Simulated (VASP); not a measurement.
# Li5Cl3 (P6/mmm) in VASP: further runs, part 2 of 2

VASP 6.6.1. The steps go on from the part before.

## (5) Single point, PBE

This run uses another cell than the first one, of 32.14 Å³/atom.

Contents of INCAR:

```
PREC = Accurate
ENCUT = 520
EDIFF = 1E-6
ISMEAR = 0
SIGMA = 0.01
LREAL = F
LASPH = T
NELM = 100
ALGO = Normal
ISIF = 2
LWAVE = F
LCHARG = F
GGA = PE
NBANDS = 28
```

Contents of KPOINTS:

```
regular mesh
0
Gamma
  6 6 8
```

Contents of POSCAR:

```
Li5Cl3
1.0
    8.0899228350      0.0000000000      0.0000000000
   -4.0449614175      7.0060786898      0.0000000000
    0.0000000000      0.0000000000      4.5359776459
Li Cl
5 3
Direct
    0.5000000000      0.0000000000      0.0000000000
    0.0000000000      0.5000000000      0.0000000000
    0.5000000000      0.5000000000      0.0000000000
    0.0000000000      0.0000000000      0.2512103706
    0.0000000000      0.0000000000      0.7487896294
    0.5000000000      0.0000000000      0.5000000000
    0.0000000000      0.5000000000      0.5000000000
    0.5000000000      0.5000000000      0.5000000000
```

Potentials or basis: VASP PAW PBE potentials, release 64 (Li_sv, Cl).

Started as:

```sh
> cat potpaw_PBE.64/Li_sv/POTCAR potpaw_PBE.64/Cl/POTCAR > POTCAR
> mpirun -np 1 vasp_std > vasp.out
```

OUTCAR:

```text
PREC = Accurate
   ENCUT = 520
   EDIFF = 1E-6
   ISMEAR = 0
   LREAL = F
   LASPH = T
   NELM = 100
   ISIF = 2
   GGA = PE

 ion  position               nearest neighbor table
   1  0.500  0.000  0.000-   6 2.27   6 2.27
   2  0.000  0.500  0.000-   7 2.27   7 2.27
   3  0.500  0.500  0.000-   8 2.27   8 2.27
   4  0.000  0.000  0.251-   5 2.26   5 2.28
   5  0.000  0.000  0.749-   4 2.26   4 2.28
   6  0.500  0.000  0.500-   1 2.27   1 2.27
   7  0.000  0.500  0.500-   2 2.27   2 2.27
   8  0.500  0.500  0.500-   3 2.27   3 2.27

  LATTYP: Found a hexagonal cell.
 ALAT       =     8.0899228350
 C/A-ratio  =     0.5606947975

  Lattice vectors:

 A1 = (   8.0899228350,   0.0000000000,   0.0000000000)
 A2 = (  -4.0449614175,   7.0060786898,   0.0000000000)
 A3 = (   0.0000000000,   0.0000000000,   4.5359776459)

Analysis of symmetry for initial positions (statically):
=====================================================================
 Subroutine PRICEL returns:
[... 188 lines left out ...]
 Fermi energy:         0.3386286452

 k-point     1 :       0.0000    0.0000    0.0000
  band No.  band energies     occupation
      1     -47.8375      2.00000
      2     -47.7214      2.00000
      3     -47.1706      2.00000
      4     -47.1704      2.00000
      5     -47.1704      2.00000
      6     -15.1870      2.00000
[... 733 lines left out ...]
     27       4.8381      0.00000
     28       5.7786      0.00000

 [... further k-points ...]

------------------------ aborting loop because EDIFF is reached ----------------------------------------

  FORCE on cell =-STRESS in cart. coord.  units (eV):
  Direction    XX          YY          ZZ          XY          YZ          ZX
  --------------------------------------------------------------------------------------
  -------------------------------------------------------------------------------------
  Total       -0.1222947     -0.1222947     -0.0174463      0.0000000      0.0000000     -0.0000000
  in kB       -0.7621282     -0.7621282     -0.1087233      0.0000000      0.0000000     -0.0000000
  external PRESSURE =      -0.5443266 kB  Pullay stress =       0.0000000 kB

 VOLUME and BASIS-vectors are now :
 -----------------------------------------------------------------------------
  energy-cutoff  :      520.00
  volume of cell :      257.09
      direct lattice vectors                 reciprocal lattice vectors
     8.089922835  0.000000000  0.000000000     0.123610573  0.071366598  0.000000000
    -4.044961417  7.006078690  0.000000000     0.000000000  0.142733196  0.000000000
     0.000000000  0.000000000  4.535977646     0.000000000  0.000000000  0.220459640

 POSITION                                       TOTAL-FORCE (eV/Angst)
 -----------------------------------------------------------------------------------
      4.04496      0.00000      0.00000        -0.000000      0.000000      0.000000
     -2.02248      3.50304      0.00000        -0.000000      0.000000      0.000000
      2.02248      3.50304      0.00000        -0.000000      0.000000      0.000000
      0.00000      0.00000      1.13948         0.000000     -0.000000      0.009082
      0.00000      0.00000      3.39649         0.000000      0.000000     -0.009082
      4.04496      0.00000      2.26799        -0.000000      0.000000      0.000000
     -2.02248      3.50304      2.26799        -0.000000      0.000000      0.000000
      2.02248      3.50304      2.26799        -0.000000      0.000000      0.000000
 -----------------------------------------------------------------------------------
    total drift:                                0.000000     -0.000000     -0.000000

  FREE ENERGIE OF THE ION-ELECTRON SYSTEM (eV)
  ---------------------------------------------------
  free  energy   TOTEN  =       -21.2800337977 eV

  energy  without entropy=      -21.2800337977  energy(sigma->0) =      -21.28003380
```

stdout:

```text
POSCAR found type information on POSCAR LiCl
 POSCAR found :  2 types and       8 ions
 scaLAPACK will be used
 LDA part: xc-table for (Slater+PW92), standard interpolation
 POSCAR, INCAR and KPOINTS ok, starting setup
 FFT: planning ... GRIDC
 FFT: planning ... GRID_SOFT
 FFT: planning ... GRID
 WAVECAR not read
 entering main loop
```

It took 5.9 min on 1 thread of Intel Xeon 8259CL, shared host; peak memory 0.45 GiB.

Results:

```
Free energy            : -21.2800 eV
Largest force          : 0.009 eV/Å
Band gap on the k mesh : 0.15 eV
```

Forces in eV/Å, atoms in the order of the input:
```
Li   0.000  0.000  0.000
Li   0.000  0.000  0.000
Li   0.000  0.000  0.000
Li   0.000  0.000  0.009
Li   0.000  0.000 -0.009
Cl   0.000  0.000  0.000
Cl   0.000  0.000  0.000
Cl   0.000  0.000  0.000
```

Caveat: the cutoff is under 1.25 times the usual one of these potentials, so pressure, stress and relaxed cells hold a basis-set (Pulay) error.

## (6) Relaxation of cell and atoms, PBE

Contents of INCAR:

```
SYSTEM = Li5Cl3
PREC = Accurate
ENCUT = 600
EDIFF = 1E-6
ISMEAR = 0
SIGMA = 0.1
LREAL = .FALSE.
LASPH = .TRUE.
NELM = 60
ALGO = Normal
ISIF = 3
LWAVE = .FALSE.
LCHARG = .FALSE.
GGA = PE
IBRION = 2
NSW = 90
EDIFFG = -0.04
```

Contents of KPOINTS:

```
regular mesh
0
G
  6 6 4
  0 0 0
```

Contents of POSCAR:

```
Li5Cl3
1.0
    5.3630015000      0.0000000000      0.0000000000
   -2.6815007500      4.6444955400      0.0000000000
    0.0000000000      0.0000000000      6.8069781700
Li Cl
5 3
Direct
    0.5000000000      0.0000000000      0.0000000000
    0.0000000000      0.5000000000      0.0000000000
    0.5000000000      0.5000000000      0.0000000000
    0.0000000000      0.0000000000      0.1754526100
    0.0000000000      0.0000000000      0.8245473900
    0.5000000000      0.0000000000      0.5000000000
    0.0000000000      0.5000000000      0.5000000000
    0.5000000000      0.5000000000      0.5000000000
```

Potentials or basis: VASP PAW PBE potentials, release 64 (Li_sv, Cl).

Started as:

```sh
> cat potpaw_PBE.64/Li_sv/POTCAR potpaw_PBE.64/Cl/POTCAR > POTCAR
> mpirun -np 1 vasp_std > vasp.out
```

It took 33 min on 1 thread of Intel Xeon 8259CL, shared host; peak memory 0.4 GiB.

Results (log left out):

- Free energy: -20.8610 eV
- Relaxed volume: 22.80 Å³/atom
- Relaxed cell: a = 6.755 Å, b = 6.755 Å, c = 4.616 Å, α = 90.00°, β = 90.00°, γ = 120.00°
- Space group after relaxing (to 0.1 Å): P6/mmm (No. 191)
- Energy gained by relaxing: 782.5 meV/atom
- Ionic steps: 16
- Pressure after relaxing: 0.0 GPa
- Largest force after relaxing: 0.024 eV/Å
- Band gap on the k mesh: 0.19 eV (least direct gap 0.37 eV)

Forces in eV/Å, atoms in the order of the input:
```
Li   0.000  0.000  0.000
Li   0.000  0.000  0.000
Li   0.000  0.000  0.000
Li   0.000  0.000  0.024
Li   0.000  0.000 -0.024
Cl   0.000  0.000  0.000
Cl   0.000  0.000  0.000
Cl   0.000  0.000  0.000
```

The path:
| step | energy change (eV) | largest force (eV/Å) | pressure (GPa) | volume (Å³) |
| --- | --- | --- | --- | --- |
| 1 | 0.0000 | 1.5701 | 4.92 | 169.55 |
| 2 | -1.0796 | 1.4179 | 1.63 | 185.73 |
| 3 | -2.5463 | 0.9812 | -2.29 | 225.15 |
| 4 | -3.0182 | 0.5563 | -4.81 | 307.15 |
| 5 | -3.2535 | 0.4670 | -3.98 | 261.35 |
| 6 | -4.3640 | 0.0427 | -4.35 | 256.82 |
| 7 | -5.0182 | 0.3149 | -4.29 | 251.28 |
| 8 | -4.6725 | 1.5026 | -1.98 | 234.70 |
| 9 | -5.2289 | 0.3923 | -4.07 | 248.03 |
| 10 | -5.3011 | 0.5694 | -3.83 | 245.37 |
| 11 | -5.8417 | 0.2949 | -2.79 | 220.73 |
| 12 | -6.1485 | 0.0971 | -0.79 | 195.52 |
| 13 | -6.1638 | 0.2424 | 0.08 | 188.16 |
| 14 | -6.2495 | 0.1336 | 0.10 | 183.73 |
| 15 | -6.2592 | 0.0904 | 0.14 | 181.53 |
| 16 | -6.2603 | 0.0241 | 0.03 | 182.40 |

Final structure:
```
CELL_PARAMETERS angstrom
6.75514 0.00000 0.00000
-3.37757 5.85013 0.00000
0.00000 0.00000 4.61552
ATOMIC_POSITIONS crystal
Li 0.50000 0.00000 0.00000
Li 0.00000 0.50000 0.00000
Li 0.50000 0.50000 0.00000
Li 0.00000 0.00000 0.25617
Li 0.00000 0.00000 0.74383
Cl 0.50000 0.00000 0.50000
Cl 0.00000 0.50000 0.50000
Cl 0.50000 0.50000 0.50000
```

Levels at points of the mesh, in eV from the valence-band top:
```tsv
k point	band 16	band 17	band 18	band 19	band 20	band 21
(0.00, 0.00, 0.00)	-2.35	-2.35	-1.48	1.40	1.74	1.74
(0.50, 0.00, 0.00)	-3.69	-2.44	-0.39	0.19	1.42	1.93
(0.00, 0.00, 0.50)	-2.29	-2.29	0.00	0.37	0.72	0.72
(0.50, 0.00, 0.50)	-3.53	-2.38	-0.65	1.32	1.38	1.69
```

Caveat: the cutoff is under 1.25 times the usual one of these potentials, so pressure, stress and relaxed cells hold a basis-set (Pulay) error; a cell axis changed by over 15 % at a fixed basis, so the end point is rough.

## (7) The runs side by side

| task | cell | k mesh | cutoff (eV) | smearing | gap on the mesh (eV) | largest force (eV/Å) |
| --- | --- | --- | --- | --- | --- | --- |
| single point | a = 5.363, b = 5.363, c = 6.807 Å, angles 90.0, 90.0, 120.0°, 8 atoms, atomic positions A | 6 × 6 × 4 | 520 | gaussian 0.1 eV | none | 1.57 |
| single point | a = 7.740, b = 7.740, c = 4.545 Å, angles 90.0, 90.0, 120.0°, 8 atoms, atomic positions B | 6 × 6 × 4 | 520 | gaussian 0.1 eV | 0.17 | 0.03 |
| single point | a = 8.090, b = 8.090, c = 4.536 Å, angles 90.0, 90.0, 120.0°, 8 atoms, atomic positions C | 6 × 6 × 8 | 520 | gaussian 0.01 eV | 0.15 | 0.01 |
| relaxation of cell and atoms | relaxed from a = 5.363, b = 5.363, c = 6.807 Å, angles 90.0, 90.0, 120.0°, 8 atoms, atomic positions A | 6 × 6 × 4 | 600 | gaussian 0.1 eV | 0.19 | 0.02 |

Alike in all rows: level PBE; potentials or basis VASP PAW PBE potentials, release 64 (Li_sv, Cl); no spin polarisation.

Caveats: the cutoff is under 1.25 times the usual one of these potentials, so pressure, stress and relaxed cells hold a basis-set (Pulay) error; forces of over 1 eV/Å act on the atoms, so gaps and moduli don't describe the material at rest (at least some runs); a cell axis changed by over 15 % at a fixed basis, so the end point is rough (at least some runs).

Absolute energies hang on the potentials; compare differences alone.
